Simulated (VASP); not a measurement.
# Pd (Fm-3m) in VASP: a series of runs

The runs below take Pd through single point, relaxation of cell and atoms, with r2SCAN.

Program: VASP 6.6.1. These are calculated values, not measurements. Logs are shortened: lines on timing, memory, paths and dates and some standing lists are left out, and cuts for length are marked.

**1. The cell of the first run**

The structure is cubic, space group Fm-3m (No. 225). Conventional cell: a = 3.904 Å, b = 3.904 Å, c = 3.904 Å, α = 90.00°, β = 90.00°, γ = 90.00°. Within 3.6 Å of Pd (site symmetry m-3m) lie 12 Pd at 2.76 Å.

**2. Single point, r2SCAN**

POSCAR

```
Pd
1.0
    0.0000000000      1.9519321536      1.9519321536
    1.9519321536      0.0000000000      1.9519321536
    1.9519321536      1.9519321536      0.0000000000
Pd
1
Direct
    0.0000000000      0.0000000000      0.0000000000
```

INCAR.step1

```
PREC = Accurate
ENCUT = 550
ISMEAR = 0
SIGMA = 0.05
LREAL = False
LASPH = True
NELM = 120
NBANDS = 11
GGA = PE
ALGO = Normal
EDIFF = 1E-5
LWAVE = True
LCHARG = False
GGA_COMPAT = False
```

INCAR.step2

```
PREC = Accurate
ENCUT = 550
EDIFF = 1E-6
ISMEAR = 0
SIGMA = 0.05
LREAL = False
LASPH = True
NELM = 120
ALGO = Normal
ISIF = 2
LWAVE = False
LCHARG = False
METAGGA = R2SCAN
LMIXTAU = True
NBANDS = 11
ISTART = 1
GGA_COMPAT = False
```

KPOINTS

```
regular mesh
0
Gamma
  9 9 9
```

Potentials or basis: VASP PAW PBE potentials, release 64 (Pd).

Started as:

```console
$ cat potpaw_PBE.64/Pd/POTCAR > POTCAR
$ cp INCAR.step1 INCAR
$ mpirun -np 1 vasp_std > vasp.out
$ cp INCAR.step2 INCAR
$ mpirun -np 1 vasp_std > vasp.out
```

OUTCAR:

```text
PREC = Accurate
   ENCUT = 550
   EDIFF = 1E-6
   ISMEAR = 0
   LREAL = False
   LASPH = True
   NELM = 120
   ISIF = 2
   METAGGA = R2SCAN
   ISTART = 1

 ion  position               nearest neighbor table
   1  0.000  0.000  0.000-

  LATTYP: Found a face centered cubic cell.
 ALAT       =     3.9038643072

  Lattice vectors:

 A1 = (   0.0000000000,   1.9519321536,   1.9519321536)
 A2 = (   1.9519321536,   0.0000000000,   1.9519321536)
 A3 = (   1.9519321536,   1.9519321536,   0.0000000000)

Analysis of symmetry for initial positions (statically):
=====================================================================
 Subroutine PRICEL returns:
 Original cell was already a primitive cell.

 Routine SETGRP: Setting up the symmetry group for a
 face centered cubic supercell.

 Subroutine GETGRP returns: Found 48 space group operations
 (whereof 48 operations were pure point group operations)
 out of a pool of 48 trial point group operations.

The static configuration has the point symmetry O_h .

Analysis of symmetry for dynamics (positions and initial velocities):
=====================================================================
 Subroutine PRICEL returns:
 Original cell was already a primitive cell.

 Routine SETGRP: Setting up the symmetry group for a
 face centered cubic supercell.

 Subroutine GETGRP returns: Found 48 space group operations
 (whereof 48 operations were pure point group operations)
 out of a pool of 48 trial point group operations.

The dynamic configuration has the point symmetry O_h .

 Subroutine INISYM returns: Found 48 space group operations
 (whereof 48 operations are pure point group operations),
 and found     1 'primitive' translations

----------------------------------------------------------------------------------------

                                     Primitive cell

  volume of cell :      14.8739

  direct lattice vectors                    reciprocal lattice vectors
     0.000000000  1.951932154  1.951932154    -0.256156444  0.256156444  0.256156444
     1.951932154  0.000000000  1.951932154     0.256156444 -0.256156444  0.256156444
     1.951932154  1.951932154  0.000000000     0.256156444  0.256156444 -0.256156444

  length of vectors
     2.760448924  2.760448924  2.760448924     0.443675976  0.443675976  0.443675976

  position of ions in fractional coordinates (direct lattice)
     0.000000000  0.000000000  0.000000000

  ion indices of the primitive-cell ions
   primitive index   ion index
                 1           1

----------------------------------------------------------------------------------------

[... 80 lines left out ...]
   NELECT =      10.0000    total number of electrons
   NUPDOWN=      -1.0000    fix difference up-down
   EMIN   =  10.00;   EMAX   =-10.00  energy-range for DOS
   EFERMI =   0.00;   METHOD = LEGACY
   ISMEAR =     0;   SIGMA  =   0.05  broadening in eV -4-tet -1-fermi 0-gaus
   EFERMI_NEDOS =   21; number of points for ismear=-14 and -15
   IALGO  =     38    algorithm
   IMIX   =      4    mixing-type and parameters
     AMIX     =   0.40;   BMIX     =  1.00
     AMIX_MAG =   1.60;   BMIX_MAG =  1.00
  volume/ion in A,a.u.               =      14.87       100.37
  Fermi-wavevector in a.u.,A,eV,Ry     =   1.434168  2.710185 27.984989  2.056839
  Thomas-Fermi vector in A             =   2.553606
   LORBIT       =      0    0 simple, 1 ext, 2 COOP (PROOUT), +10 PAW based schemes
   METAGGA = R2SCAN    functional components
   LHFCALC =     F    Hartree Fock is set to
   AEXX    =    0.0000 exact exchange contribution
   IVDW    =     0    specifies the selected vdW correction
   LEPSILON=     F    determine dielectric tensor
   LRPA    =     F    only Hartree local field effects (RPA)
 non-spin polarized calculation
 Gauss-broadening in eV      SIGMA  =   0.05
  energy-cutoff  :      550.00
  volume of cell :       14.87
 maximum number of plane-waves:       448
 NGX is ok and might be reduce to    24
   NGX = 11   NGY = 11   NGZ = 11

 number of electron       9.9999998 magnetization

 Free energy of the ion-electron system (eV)
  ---------------------------------------------------
  ext. energy  EPLUGINS =         0.00000000
  ---------------------------------------------------
  free energy    TOTEN  =       -22.94904154 eV

  energy without entropy =      -22.94700429  energy(sigma->0) =      -22.94802291

 E-fermi :   9.3908     XC(G=0): -14.0864

 val. band max:        9.3781657550   @ k =   0.4444   0.1111   0.0000
 cond. band min:       9.4397925525   @ k =  -0.4444   0.3333   0.0000
 fundamental gap:      0.0616267975
 Fermi energy:         9.3908041983

 k-point     1 :       0.0000    0.0000    0.0000
  band No.  band energies     occupation
      1       2.3336      2.00000
      2       6.5566      2.00000
      3       6.5566      2.00000
      4       6.5566      2.00000
      5       8.1401      2.00000
      6       8.1401      2.00000
      7      27.4863      0.00000
      8      31.8279      0.00000
      9      32.4319      0.00000
     10      32.4320      0.00000
     11      32.4320      0.00000
[... 309 lines left out ...]
 k-point    24 :       0.4444    0.4444    0.0000
  band No.  band energies     occupation
      1       4.0518      2.00000
      2       4.3014      2.00000
      3       9.2920      1.99480
      4       9.5938      0.00000
      5       9.5938      0.00000
      6      12.3808      0.00000
      7      21.5861      0.00000
      8      23.6539      0.00000
      9      23.6539      0.00000
     10      31.2923      0.00000
     11      31.7139      0.00000

 [... further k-points ...]

------------------------ aborting loop because EDIFF is reached ----------------------------------------

  FORCE on cell =-STRESS in cart. coord.  units (eV):
  Direction    XX          YY          ZZ          XY          YZ          ZX
  --------------------------------------------------------------------------------------
  -------------------------------------------------------------------------------------
  Total        0.0559063      0.0559063      0.0559063      0.0000000      0.0000000     -0.0000000
  in kB        6.0220908      6.0220908      6.0220908      0.0000000      0.0000000     -0.0000000
  external PRESSURE =       6.0220908 kB  Pullay stress =       0.0000000 kB

 VOLUME and BASIS-vectors are now :
 -----------------------------------------------------------------------------
  energy-cutoff  :      550.00
  volume of cell :       14.87
      direct lattice vectors                 reciprocal lattice vectors
     0.000000000  1.951932154  1.951932154    -0.256156444  0.256156444  0.256156444
     1.951932154  0.000000000  1.951932154     0.256156444 -0.256156444  0.256156444
     1.951932154  1.951932154  0.000000000     0.256156444  0.256156444 -0.256156444

 POSITION                                       TOTAL-FORCE (eV/Angst)
 -----------------------------------------------------------------------------------
      0.00000      0.00000      0.00000        -0.000000     -0.000000     -0.000000
 -----------------------------------------------------------------------------------
    total drift:                               -0.000000      0.000000     -0.000000

  FREE ENERGIE OF THE ION-ELECTRON SYSTEM (eV)
  ---------------------------------------------------
  free  energy   TOTEN  =       -22.9490415355 eV

  energy  without entropy=      -22.9470042908  energy(sigma->0) =      -22.94802291
```

OUTCAR.step1:

```text
PREC = Accurate
   ENCUT = 550
   ISMEAR = 0
   LREAL = False
   LASPH = True
   NELM = 120
[... 553 lines left out ...]

 POSITION                                       TOTAL-FORCE (eV/Angst)
 -----------------------------------------------------------------------------------
      0.00000      0.00000      0.00000        -0.000000     -0.000000      0.000000
 -----------------------------------------------------------------------------------
    total drift:                               -0.000000      0.000000     -0.000000

  FREE ENERGIE OF THE ION-ELECTRON SYSTEM (eV)
  ---------------------------------------------------
  free  energy   TOTEN  =        -5.2171330999 eV

  energy  without entropy=       -5.2149590603  energy(sigma->0) =       -5.21604608
```

It took 12 s on 1 thread of Intel Xeon 6975P-C (Granite Rapids), shared host; peak memory 0.14 GiB.

What came out:

- Free energy: -22.9490 eV
- Pressure: 0.6 GPa
- Band gap on the k mesh: zero (bands 5 and 6 overlap by 1.56 eV)

Levels at points of the mesh, in eV from the Fermi level:
| k point | band 2 | band 3 | band 4 | band 5 | band 6 | band 7 | band 8 | band 9 |
| --- | --- | --- | --- | --- | --- | --- | --- | --- |
| (0.00, 0.00, 0.00) | -2.83 | -2.83 | -2.83 | -1.25 | -1.25 | 18.10 | 22.44 | 23.04 |

Caveat: the PAW data sets were made with another functional, which shifts forces and pressure a little.

**3. Relaxation of cell and atoms, r2SCAN**

This run uses another cell than the first one, of 14.72 Å³/atom.

POSCAR

```
Pd
1.0
    0.0000000000      1.9450000000      1.9450000000
    1.9450000000      0.0000000000      1.9450000000
    1.9450000000      1.9450000000      0.0000000000
Pd
1
Direct
    0.0000000000      0.0000000000      0.0000000000
```

INCAR.step1

```
PREC     = Accurate       # precision mode
ENCUT    = 550            # plane-wave cutoff, eV
ISMEAR   = 0              # smearing method
SIGMA    = 0.05           # smearing width, eV
LREAL    = False          # projectors in reciprocal space
LASPH    = True           # aspherical terms in the spheres
NELM     = 120            # most SCF steps
GGA      = PE             # functional
ALGO     = Normal         # electronic algorithm
EDIFF    = 1E-5           # SCF threshold, eV
LWAVE    = True           # write WAVECAR
LCHARG   = False          # write CHGCAR
GGA_COMPAT= False        
IBRION   = 2              # ionic algorithm
ISIF     = 3              # what is computed and relaxed
EDIFFG   = -0.005         # ionic threshold
NELMIN   = 4            
NSW      = 100            # ionic steps
```

INCAR.step2

```
PREC     = Accurate       # precision mode
ENCUT    = 550            # plane-wave cutoff, eV
EDIFF    = 1E-7           # SCF threshold, eV
ISMEAR   = 0              # smearing method
SIGMA    = 0.05           # smearing width, eV
LREAL    = False          # projectors in reciprocal space
LASPH    = True           # aspherical terms in the spheres
NELM     = 120            # most SCF steps
ALGO     = Normal         # electronic algorithm
ISIF     = 3              # what is computed and relaxed
LWAVE    = False          # write WAVECAR
LCHARG   = False          # write CHGCAR
METAGGA  = R2SCAN         # meta-GGA
LMIXTAU  = True         
IBRION   = 2              # ionic algorithm
NSW      = 80             # ionic steps
EDIFFG   = -0.02          # ionic threshold
ISTART   = 1            
GGA_COMPAT= False        
NELMIN   = 4
```

KPOINTS is that of step 2.

Potentials or basis: VASP PAW PBE potentials, release 64 (Pd).

Started as:

```console
$ cat potpaw_PBE.64/Pd/POTCAR > POTCAR
$ cp INCAR.step1 INCAR
$ mpirun -np 1 vasp_std > vasp.out
$ cp INCAR.step2 INCAR
$ mpirun -np 1 vasp_std > vasp.out
```

Wall time 43 s (1 thread of Intel Xeon 6975P-C (Granite Rapids), shared host); peak memory 0.14 GiB.

Results (log left out):

| Item | Value |
| --- | --- |
| Free energy | -22.9490 eV |
| Relaxed volume | 14.92 Å³/atom |
| Relaxed cell | a = 2.763 Å, b = 2.763 Å, c = 2.763 Å, α = 60.00°, β = 60.00°, γ = 60.00° |
| Space group after relaxing (to 0.1 Å) | Fm-3m (No. 225) |
| Energy gained by relaxing | 1.7 meV/atom |
| Ionic steps | 3 |
| Pressure after relaxing | 0.0 GPa |
| Band gap on the k mesh | zero (bands 5 and 6 overlap by 1.55 eV) |

Step by step:
| step | energy change (eV) | largest force (eV/Å) | pressure (GPa) | volume (Å³) |
| --- | --- | --- | --- | --- |
| 1 | 0.0000 | 0.0000 | 2.75 | 14.72 |
| 2 | 0.0027 | 0.0000 | -4.00 | 15.26 |
| 3 | -0.0017 | 0.0000 | 0.01 | 14.92 |

Final structure:
```
Pd
1.0
     0.00000    1.95399    1.95399
     1.95399    0.00000    1.95399
     1.95399    1.95399    0.00000
Pd
1
Direct
  0.00000 0.00000 0.00000
```

Levels at points of the mesh, in eV from the Fermi level:
```
           k point  band 2  band 3  band 4  band 5  band 6  band 7  band 8  band 9
(0.00, 0.00, 0.00)   -2.82   -2.82   -2.82   -1.24   -1.24   18.09   22.45   23.02
```

Caveat: the PAW data sets were made with another functional, which shifts forces and pressure a little.
